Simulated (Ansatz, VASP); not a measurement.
## One calculation of MnS, two programs

The input INCAR:

```
PREC     = Accurate       # precision mode
ENCUT    = 520            # plane-wave cutoff, eV
EDIFF    = 1E-8           # SCF threshold, eV
ISMEAR   = -1             # smearing method
SIGMA    = 0.05           # smearing width, eV
LREAL    = False          # projectors in reciprocal space
LASPH    = True           # aspherical terms in the spheres
NELM     = 150            # most SCF steps
ALGO     = Normal         # electronic algorithm
ISIF     = 2              # what is computed and relaxed
LWAVE    = False          # write WAVECAR
LCHARG   = False          # write CHGCAR
ISPIN    = 2              # spin polarisation
MAGMOM   = 4 0            # initial moments
LORBIT   = 11             # projections on sites
LMAXMIX  = 4              # l up to which the mixer works
GGA      = PE             # functional
LEFG     = True         
NBANDS   = 20             # bands
```

KPOINTS

```
Automatic mesh
0
Gamma
  12 12 12
```

The input POSCAR:

```
MnS
1.0
    0.0000000000      2.8197098895      2.8197098895
    2.8197098895      0.0000000000      2.8197098895
    2.8197098895      2.8197098895      0.0000000000
Mn S
1 1
Direct
    0.0000000000      0.0000000000      0.0000000000
    0.2500000000      0.2500000000      0.2500000000
```

Input for Ansatz:

```yaml
crystal:
  lattice:
    - [0.0, 2.8197098895, 2.8197098895]
    - [2.8197098895, 0.0, 2.8197098895]
    - [2.8197098895, 2.8197098895, 0.0]
  atoms:
    - { symbol: Mn, position: [0.0, 0.0, 0.0], spin: 4.0 }
    - { symbol: S, position: [0.25, 0.25, 0.25] }
magnetization:
  spin_polarized: true
kpoints:
  mp_grid: { grid: [12, 12, 12] }
  band_path:
    path:
      - [0.0, 0.0, 0.0]
      - [-0.5, -0.5, 0.0]
      - [-0.375, -0.375, 0.25]
      - [-0.375, 0.0, 0.375]
      - [0.0, 0.0, 0.0]
      - [0.0, 0.0, 0.5]
      - [-0.5, -0.25, 0.25]
      - [-0.5, -0.5, 0.0]
    npoints: 14
scf:
  occupations: { method: fermi_dirac, width: 0.05 }
hamiltonian:
  xc: pbe
  pseudopotentials: { kind: paw }
output:
  forces: true
  stress: true
  eigenvalues: true
  efg: { contact_densities: true }
  populations: true
  bader: true
  dos: { projected: true, de: 0.2, e_range: [-14, 8] }
  write_density: true
  write_potential: true
  elf: true
  volumetric_format: npy
```

Alike in both runs: task electric field gradients; functional PBE; k mesh 12 × 12 × 12; occupations fermi-dirac, width 0.05 eV; collinear spin.

|  | VASP | Ansatz |
| --- | --- | --- |
| version | VASP 6.6.1 | Ansatz 0.2.0 |
| potentials or method | VASP PAW PBE potentials, release 64 (Mn_pv, S) | PAW with Ansatz's default frozen-core files, scalar-relativistic |
| plane-wave cutoff (eV) | 520 | 420 |
| valence electrons in the cell | 19 | 21 |

Ansatz gave:

| Item | Value |
| --- | --- |
| pressure (GPa) | 0.0 |
| net moment per atom (μB) | 2.48 |
| size of the moment on the site where the two differ most (μB) | 4.20 |

Q: Estimate VASP's values.

A: Pressure (GPa): 0.1; net moment per atom (μB): 2.48; size of the moment on the site where the two differ most (μB): 4.36.

Site moments also hang on the region over which each program counts them. VASP's potentials hold 19 valence electrons a cell and Ansatz's 21, so a difference there can come from the potentials and not from the codes.
